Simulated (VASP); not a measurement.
# Bi in VASP: further runs, part 3 of 3

VASP 6.6.1.

## Step 5: Single point, PBEsol (strained)

File INCAR:

```
  PREC = Accurate
  ENCUT = 520
  EDIFF = 1E-6
  ISMEAR = 0
  SIGMA = 0.1
  LREAL = False
  LASPH = True
  NELM = 100
  ALGO = Normal
  ISIF = 2
  LWAVE = False
  LCHARG = True
  GGA = PS
  LELF = True
  LVHAR = True
  NBANDS = 22
```

File KPOINTS:

```
regular mesh
0
Gamma
  12 12 4
```

File POSCAR:

```
Bi
1.0
    4.4625635347      0.0000000000      0.0000000000
   -2.2312817674      3.8646933871      0.0000000000
    0.0000000000      0.0000000000     11.4523646400
Bi
2
Direct
    0.3333333333      0.6666666667      0.2500000000
    0.6666666667      0.3333333333      0.7500000000
```

Started as:

```bash
> cat potpaw_PBE.64/Bi_d/POTCAR > POTCAR
> mpirun -np 1 vasp_std > vasp.out
```

Wall time 1.9 min (1 thread of Intel Xeon Platinum 8488C (Sapphire Rapids), shared host); peak memory 0.43 GiB.

It converged, with:

| Property | Result |
| --- | --- |
| Free energy | -3.6302 eV |
| Pressure | -3.9 GPa |
| Band gap on the k mesh | zero (band 15 reaches 0.65 eV, above the bottom of band 16 at -1.71 eV) |

Stress tensor (GPa, compression positive):
```
-5.59  0.00  0.00
 0.00 -5.59  0.00
 0.00  0.00 -0.55
```

Levels at points of the mesh, in eV from the Fermi level:
```csv
k point,band 11,band 12,band 13,band 14,band 15,band 16,band 17,band 18,band 19,band 20
"(0.00, 0.00, 0.00)",-10.41,-10.40,-0.97,-0.35,1.52,1.52,1.54,1.54,2.99,4.65
"(0.50, 0.00, 0.00)",-10.03,-10.02,-1.53,-1.49,0.04,0.22,0.75,0.80,4.70,4.94
"(0.00, 0.00, 0.50)",-10.40,-10.40,-0.70,-0.70,1.53,1.53,1.53,1.53,3.82,3.82
"(0.50, 0.00, 0.50)",-10.02,-10.02,-1.51,-1.51,0.14,0.14,0.77,0.77,4.62,4.62
```

Caveat: the cell differs from its parent crystal (strained); the PAW data sets were made with another functional, which shifts forces and pressure a little; spin-orbit coupling is left out, which moves the levels of the heavy elements.

## Step 6: Single point, PBEsol (strained)

File INCAR:

```
SYSTEM = Bi
ALGO = Normal ; EDIFF = 1E-6
ENCUT = 520 ; GGA = PS
ISIF = 2 ; ISMEAR = 0
LASPH = .True. ; LCHARG = .False.
LREAL = .False. ; LWAVE = .False.
NBANDS = 22 ; NELM = 80
PREC = Accurate ; SIGMA = 0.1
```

File KPOINTS:

```
k-points
0
Gamma
  9 9 4
  0 0 0
```

File POSCAR:

```
Bi
1.0
    4.5991874437      0.0000000000      0.0000000000
   -2.2995937219      3.9830131631      0.0000000000
    0.0000000000      0.0000000000     11.6309825400
Bi
2
Direct
    0.3333333333      0.6666666667      0.2500000000
    0.6666666667      0.3333333333      0.7500000000
```

Potentials or basis: VASP PAW PBE potentials, release 64 (Bi_d).

Started as:

```bash
> cat potpaw_PBE.64/Bi_d/POTCAR > POTCAR
> mpirun -np 1 vasp_std > vasp.out
```

Wall time 50 s (1 thread of Intel Xeon 6975P-C (Granite Rapids), shared host); peak memory 0.4 GiB.

Results (log left out):

```yaml
Free_energy: -3.2216 eV
Pressure: -3.4 GPa
Band_gap_on_the_k_mesh: zero (band 15 reaches 0.14 eV, above the bottom of band 16 at -1.88 eV)
```

Stress tensor (GPa, compression positive):
```
-4.93  0.00  0.00
 0.00 -4.93  0.00
 0.00  0.00 -0.50
```

Levels at points of the mesh, in eV from the Fermi level:
```
           k point  band 11  band 12  band 13  band 14  band 15  band 16  band 17  band 18  band 19  band 20
(0.00, 0.00, 0.00)   -10.32   -10.31    -0.82    -0.27     1.31     1.31     1.33     1.33     2.98     4.45
(0.00, 0.00, 0.50)   -10.31   -10.31    -0.58    -0.58     1.32     1.32     1.32     1.32     3.72     3.72
```

Caveat: the cell differs from its parent crystal (strained); the PAW data sets were made with another functional, which shifts forces and pressure a little; spin-orbit coupling is left out, which moves the levels of the heavy elements.

## Step 7: Single point, PBEsol (strained)

File INCAR:

```
  PREC = Accurate
  ENCUT = 520
  EDIFF = 1E-7
  ISMEAR = 0
  SIGMA = 0.1
  LREAL = F
  LASPH = T
  NELM = 80
  ALGO = Normal
  ISIF = 2
  LWAVE = F
  LCHARG = T
  GGA = PS
  LELF = T
  LVHAR = T
  NBANDS = 22
```

File KPOINTS:

```
Automatic mesh
0
Gamma
  12 12 4
```

File POSCAR:

```
Bi
1.0
    4.6360895161      0.0000000000      0.0000000000
   -2.3180447581      4.0149712952      0.0000000000
    0.0000000000      0.0000000000     12.4368923100
Bi
2
Direct
    0.3333333333      0.6666666667      0.2500000000
    0.6666666667      0.3333333333      0.7500000000
```

Started as:

```bash
> cat potpaw_PBE.64/Bi_d/POTCAR > POTCAR
> mpirun -np 1 vasp_std > vasp.out
```

It took 95 s on 1 thread of Intel Xeon 6975P-C (Granite Rapids), shared host; peak memory 0.47 GiB.

Results (log left out):

```
Free energy            : -3.0867 eV
Pressure               : -3.0 GPa
Band gap on the k mesh : zero (band 15 reaches -0.21 eV, above the bottom of band 16 at -2.15 eV)
```

Stress tensor (GPa, compression positive):
```
-4.46  0.00  0.00
 0.00 -4.46  0.00
 0.00  0.00 -0.22
```

Levels at points of the mesh, in eV from the Fermi level:
| k point | band 11 | band 12 | band 13 | band 14 | band 15 | band 16 | band 17 | band 18 | band 19 | band 20 |
| --- | --- | --- | --- | --- | --- | --- | --- | --- | --- | --- |
| (0.00, 0.00, 0.00) | -10.31 | -10.30 | -0.71 | -0.35 | 1.24 | 1.24 | 1.25 | 1.25 | 3.03 | 4.27 |
| (0.50, 0.00, 0.00) | -10.04 | -10.03 | -1.29 | -1.27 | 0.07 | 0.16 | 0.62 | 0.64 | 4.79 | 4.87 |
| (0.00, 0.00, 0.50) | -10.31 | -10.31 | -0.55 | -0.55 | 1.25 | 1.25 | 1.25 | 1.25 | 3.61 | 3.61 |
| (0.50, 0.00, 0.50) | -10.04 | -10.04 | -1.28 | -1.28 | 0.12 | 0.12 | 0.63 | 0.63 | 4.70 | 4.70 |

Caveat: the cell differs from its parent crystal (strained); the PAW data sets were made with another functional, which shifts forces and pressure a little; spin-orbit coupling is left out, which moves the levels of the heavy elements.

## Step 8: Overview

```csv
cell,k mesh,gap on the mesh (eV),pressure (GPa)
"a = 4.539, b = 4.539, c = 11.829 Å, angles 90.0, 90.0, 120.0°, 2 atoms",9 × 9 × 4,none,-3.6
"a = 4.439, b = 4.439, c = 11.924 Å, angles 90.0, 90.0, 120.0°, 2 atoms",9 × 9 × 4,none,-3.8
"a = 4.463, b = 4.463, c = 11.452 Å, angles 90.0, 90.0, 120.0°, 2 atoms",12 × 12 × 4,none,-3.9
"a = 4.599, b = 4.599, c = 11.631 Å, angles 90.0, 90.0, 120.0°, 2 atoms",9 × 9 × 4,none,-3.4
"a = 4.636, b = 4.636, c = 12.437 Å, angles 90.0, 90.0, 120.0°, 2 atoms",12 × 12 × 4,none,-3.0
```

Some of these runs hold the atoms at other places in the same cell, which the table doesn't show; runs alike in all that it shows share one row.

Alike in all rows: task single point; level PBEsol; potentials or basis VASP PAW PBE potentials, release 64 (Bi_d); no spin polarisation; cutoff (eV) 520; smearing gaussian 0.1 eV.

Caveats: the PAW data sets were made with another functional, which shifts forces and pressure a little; spin-orbit coupling is left out, which moves the levels of the heavy elements.

Total energies depend on the potentials used, so only differences within one code and one set of settings carry meaning.
